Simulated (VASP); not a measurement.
# Si2C (P-6m2) in VASP: notebook, part 2 of 2

VASP 6.6.1. The steps go on from the part before.

### Step 4. Relaxation of cell and atoms, PBE

This run uses another cell than the first one, of 14.40 Å³/atom, 1.194 times its volume.

Contents of INCAR:

```
ALGO = Normal
EDIFF = 1E-6
EDIFFG = -0.04
ENCUT = 600
GGA = PE
IBRION = 2
ISIF = 3
ISMEAR = 0
LASPH = True
LCHARG = False
LREAL = False
LWAVE = False
NELM = 100
NSW = 90
PREC = Accurate
SIGMA = 0.1
```

Contents of KPOINTS:

```
k-points
0
Gamma
  6 6 2
```

Contents of POSCAR:

```
Si2C
1.0
    2.7364528100      0.0000000000      0.0000000000
   -1.3682264000      2.3698376500      0.0000000000
    0.0000000000      0.0000000000     13.3250650100
Si C
4 2
Direct
    0.3333333300      0.6666666700      0.0000000000
    0.3333333300      0.6666666700      0.3333333300
    0.3333333300      0.6666666700      0.6666666700
    0.6666666700      0.3333333300      0.5000000000
    0.6666666700      0.3333333300      0.1666666700
    0.6666666700      0.3333333300      0.8333333300
```

Launch:

```
$ cat potpaw_PBE.64/Si/POTCAR potpaw_PBE.64/C/POTCAR > POTCAR
$ mpirun -np 1 vasp_std > vasp.out
```

It took 6.8 min on 1 thread of Intel Xeon Platinum 8488C (Sapphire Rapids), shared host; peak memory 0.25 GiB.

The run converged. Its results:

```yaml
Free_energy: -35.7118 eV
Relaxed_volume: 12.10 Å³/atom
Relaxed_cell: a = 2.992 Å, b = 2.992 Å, c = 9.365 Å, α = 90.00°, β = 90.00°, γ = 120.00°
Space_group_after_relaxing_to_0.05_Å: P-6m2 (No. 187)
Energy_gained_by_relaxing: 1273.7 meV/atom
Ionic_steps: 33
Pressure_after_relaxing: 0.2 GPa
Largest_force_after_relaxing: 0.017 eV/Å
Band_gap_on_the_k_mesh: zero (band 12 reaches 13.85 eV, above the bottom of band 13 at 7.33 eV)
```

Forces on the atoms (eV/Å):
```
Si   0.000  0.000  0.000
Si   0.000  0.000  0.017
Si   0.000  0.000 -0.017
Si   0.000  0.000  0.000
C    0.000  0.000 -0.017
C    0.000  0.000  0.017
```

Stress tensor (GPa, compression positive):
```
0.13 0.00 0.00
0.00 0.13 0.00
0.00 0.00 0.20
```

Step by step:
| step | energy change (eV) | largest force (eV/Å) | pressure (GPa) | volume (Å³) |
| --- | --- | --- | --- | --- |
| 1 | 0.0000 | 1.5249 | -13.36 | 86.41 |
| 2 | -1.4807 | 2.5104 | -4.89 | 72.16 |
| 3 | -1.8648 | 2.6501 | 6.47 | 64.75 |
| 4 | -3.1864 | 2.8004 | 7.18 | 62.90 |
| 5 | -3.8182 | 8.1127 | 69.92 | 55.50 |
| 6 | -4.3940 | 3.5133 | 13.00 | 61.04 |
| 7 | -6.2182 | 0.8410 | 28.12 | 58.45 |
| 8 | -6.2336 | 1.7039 | 40.09 | 57.27 |
| 9 | -6.3371 | 1.1014 | 33.65 | 57.85 |
| 10 | -6.6670 | 1.9999 | 31.90 | 59.42 |
| 11 | -6.6734 | 2.4526 | 31.66 | 59.75 |
| 12 | -7.1253 | 1.7338 | 20.92 | 62.19 |
| 13 | -7.5694 | 0.4609 | 2.70 | 67.82 |
| 14 | -7.5794 | 0.2918 | 0.37 | 68.77 |
| 15 | -7.5796 | 0.2591 | -0.07 | 68.95 |
| 16 | -7.5818 | 0.2296 | -0.07 | 68.94 |
| 17 | -7.5873 | 0.2251 | -0.04 | 68.88 |
| 18 | -7.5930 | 0.2215 | 0.06 | 68.77 |
| 19 | -7.5962 | 0.1930 | 0.23 | 68.76 |
| 20 | -7.6003 | 0.1201 | 0.68 | 68.72 |
| 21 | -7.6004 | 0.1063 | 0.77 | 68.72 |
| 22 | -7.6030 | 0.0980 | 0.52 | 68.93 |
| 23 | -7.6075 | 0.1003 | -0.13 | 69.55 |
| 24 | -7.6080 | 0.2908 | -1.04 | 70.82 |
| 25 | -7.6097 | 0.2951 | -0.98 | 70.91 |
| 26 | -7.6140 | 0.2897 | -0.86 | 71.18 |
| 27 | -7.6202 | 0.2732 | -0.60 | 71.72 |
| 28 | -7.6326 | 0.1867 | 0.02 | 72.81 |
| 29 | -7.6355 | 0.1728 | 0.07 | 72.74 |
| 30 | -7.6400 | 0.1373 | 0.24 | 72.51 |
| 31 | -7.6401 | 0.1318 | 0.27 | 72.47 |
| 32 | -7.6419 | 0.0481 | 0.20 | 72.54 |
| 33 | -7.6423 | 0.0167 | 0.15 | 72.59 |

Final structure:
```xyz
6
Lattice="2.9918 0.0000 0.0000 -1.4959 2.5910 0.0000 0.0000 0.0000 9.3645" Properties=species:S:1:pos:R:3 pbc="T T T"
Si    0.0000    1.7273    0.0000
Si    0.0000    1.7273    2.5974
Si    0.0000    1.7273    6.7671
Si    1.4959    0.8637    4.6823
C     1.4959    0.8637    1.8337
C     1.4959    0.8637    7.5308
```

Levels at points of the mesh, in eV from the Fermi level:
| k point | band 8 | band 9 | band 10 | band 11 | band 12 | band 13 | band 14 | band 15 | band 16 |
| --- | --- | --- | --- | --- | --- | --- | --- | --- | --- |
| (0.00, 0.00, 0.00) | -1.18 | -1.06 | -1.06 | -0.96 | 4.77 | 5.20 | 5.52 | 6.04 | 6.04 |
| (0.50, 0.00, 0.00) | -4.31 | -3.17 | -3.05 | -2.96 | -1.98 | 1.01 | 1.62 | 2.74 | 3.20 |
| (0.00, 0.00, 0.50) | -1.17 | -1.08 | -1.08 | 1.86 | 3.11 | 5.17 | 6.12 | 6.23 | 6.23 |
| (0.50, 0.00, 0.50) | -4.64 | -3.14 | -3.00 | -1.96 | -1.29 | 0.15 | 1.34 | 2.86 | 3.02 |

Caveat: the k points lie up to 0.40 Å⁻¹ apart in the final cell; the volume moved by over 15 % at a fixed basis, so the end points are rough.

### Step 5. Single point, PBE, collinear spin, ferromagnetic start

Contents of INCAR:

```
SYSTEM = Si2C
PREC     = Accurate       ! precision mode
ENCUT    = 520            ! plane-wave cutoff, eV
EDIFF    = 1E-6           ! SCF threshold, eV
ISMEAR   = 0              ! smearing method
SIGMA    = 0.1            ! smearing width, eV
LREAL    = .FALSE.        ! projectors in reciprocal space
LASPH    = .TRUE.         ! aspherical terms in the spheres
NELM     = 150            ! most SCF steps
ALGO     = Normal         ! electronic algorithm
ISIF     = 2              ! what is computed and relaxed
LWAVE    = .FALSE.        ! write WAVECAR
LCHARG   = .FALSE.        ! write CHGCAR
ISPIN    = 2              ! spin polarisation
MAGMOM   = 0 0 0 0 1 1    ! initial moments
LORBIT   = 11             ! projections on sites
GGA      = PE             ! functional
NBANDS   = 25             ! bands
```

Contents of KPOINTS:

```
regular mesh
0
G
  6 6 2
  0 0 0
```

Contents of POSCAR:

```
Si2C
1.0
    2.9875509294      0.0000000000      0.0000000000
   -1.4937754647      2.5872949999      0.0000000000
    0.0000000000      0.0000000000      9.3624161239
Si C
4 2
Direct
    0.3333333333      0.6666666667      0.0000000000
    0.3333333333      0.6666666667      0.2771169266
    0.3333333333      0.6666666667      0.7228830734
    0.6666666667      0.3333333333      0.5000000000
    0.6666666667      0.3333333333      0.1943549380
    0.6666666667      0.3333333333      0.8056450620
```

Launch:

```
$ cat potpaw_PBE.64/Si/POTCAR potpaw_PBE.64/C/POTCAR > POTCAR
$ mpirun -np 1 vasp_std > vasp.out
```

It took 40 s on 1 thread of Intel Xeon Platinum 8488C (Sapphire Rapids), shared host; peak memory 0.22 GiB.

Results (log left out):

```yaml
Free_energy: -35.7065 eV
Pressure: 0.2 GPa
Largest_force: 0.019 eV/Å
Band_gap_on_the_k_mesh: zero (filled and empty bands overlap)
Net_moment: 0.00 μB per cell
Valence_electrons_inside_the_program's_atomic_spheres: Si 1.45, 1.65, 1.53; C 2.43
```

Forces on the atoms (eV/Å):
```
Si   0.000  0.000  0.000
Si   0.000  0.000 -0.009
Si   0.000  0.000  0.009
Si   0.000  0.000  0.000
C    0.000  0.000  0.019
C    0.000  0.000 -0.019
```

Stress tensor (GPa, compression positive):
```
 0.42  0.00  0.00
 0.00  0.42  0.00
 0.00  0.00 -0.33
```

Levels at points of the mesh, in eV from the Fermi level:
Spin up:
| k point | band 8 | band 9 | band 10 | band 11 | band 12 | band 13 | band 14 | band 15 | band 16 | band 17 |
| --- | --- | --- | --- | --- | --- | --- | --- | --- | --- | --- |
| (0.00, 0.00, 0.00) | -1.15 | -1.03 | -1.03 | -0.94 | 4.78 | 5.23 | 5.48 | 6.06 | 6.06 | 6.35 |
| (0.50, 0.00, 0.00) | -4.33 | -3.16 | -3.04 | -2.93 | -2.02 | 0.98 | 1.63 | 2.74 | 3.26 | 3.32 |
| (0.00, 0.00, 0.50) | -1.14 | -1.04 | -1.04 | 1.89 | 3.07 | 5.19 | 6.10 | 6.23 | 6.23 | 6.26 |
| (0.50, 0.00, 0.50) | -4.64 | -3.12 | -2.97 | -2.00 | -1.29 | 0.14 | 1.33 | 2.83 | 2.93 | 3.02 |
Spin down:
```tsv
k point	band 9	band 10	band 11	band 12	band 13	band 14	band 15	band 16
(0.00, 0.00, 0.00)	-1.03	-1.03	-0.94	4.78	5.23	5.48	6.06	6.06
(0.50, 0.00, 0.00)	-3.16	-3.04	-2.93	-2.02	0.98	1.63	2.74	3.26
(0.00, 0.00, 0.50)	-1.04	-1.04	1.89	3.07	5.19	6.10	6.23	6.23
(0.50, 0.00, 0.50)	-3.12	-2.97	-2.00	-1.29	0.14	1.33	2.83	2.93
```

Caveat: the k points lie up to 0.40 Å⁻¹ apart.

### Step 6. Summary

| task | spin | cell | cutoff (eV) | gap on the mesh (eV) | pressure (GPa) | largest force (eV/Å) |
| --- | --- | --- | --- | --- | --- | --- |
| single point | off | a = 2.988, b = 2.988, c = 9.362 Å, angles 90.0, 90.0, 120.0°, 6 atoms | 520 | none | 0.2 | 0.02 |
| single point | off | a = 2.736, b = 2.736, c = 13.325 Å, angles 90.0, 90.0, 120.0°, 6 atoms | 520 | none | -13.7 | 1.46 |
| relaxation of cell and atoms | off | relaxed from a = 2.736, b = 2.736, c = 13.325 Å, angles 90.0, 90.0, 120.0°, 6 atoms | 600 | none | 0.2 | 0.02 |
| single point | collinear, ferromagnetic start | a = 2.988, b = 2.988, c = 9.362 Å, angles 90.0, 90.0, 120.0°, 6 atoms | 520 | none | 0.2 | 0.02 |

Alike in all rows: level PBE; potentials or basis VASP PAW PBE potentials, release 64 (Si, C); k mesh 6 × 6 × 2; smearing gaussian 0.1 eV.

Caveats: all runs use coarse meshes; forces of over 1 eV/Å act on the atoms, so gaps and moduli don't describe the material at rest (some runs); the volume moved by over 15 % at a fixed basis, so the end points are rough (some runs).

Absolute energies hang on the potentials; compare differences alone.
